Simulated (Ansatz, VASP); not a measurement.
One calculation of MgB2, two programs

```
Mg B
1.0
     3.11585    0.00000    0.00000
    -1.55793    2.69841    0.00000
     0.00000    0.00000    3.52300
Mg B
1 2
Direct
  0.00000 0.00000 0.00000
  0.66667 0.33333 0.50000
  0.33333 0.66667 0.50000
```

Alike in both runs: task single point; functional PBEsol; k mesh 8 × 8 × 6; occupations fermi-dirac, width 0.05 eV; no spin polarisation.

|  | VASP | Ansatz |
| --- | --- | --- |
| version | VASP 6.6.1 | Ansatz 0.2.0 |
| potentials or method | VASP PAW PBE potentials, release 64 (Mg, B) | Ansatz PAW |
| plane-wave cutoff (eV) | 600 | 420 |
| valence electrons in the cell | 8 | 16 |

|  | VASP | Ansatz | Ansatz less VASP |
| --- | --- | --- | --- |
| gap on the k mesh at the Fermi level (eV) | none | none | - |
| pressure (GPa) | -6.2 | -6.2 | +0.05 |
| traceless stress, the component that is largest in VASP (GPa) | 1.85 | 2.00 | +0.142 |

VASP's potentials were made for PBE, not for PBEsol. A gap of «none» marks a metal or a gap that the smearing closes. The functional is the same, so the differences come from potentials, cutoffs and numerics. VASP's potentials hold 8 valence electrons a cell and Ansatz's 16, so a difference there can come from the potentials and not from the codes.
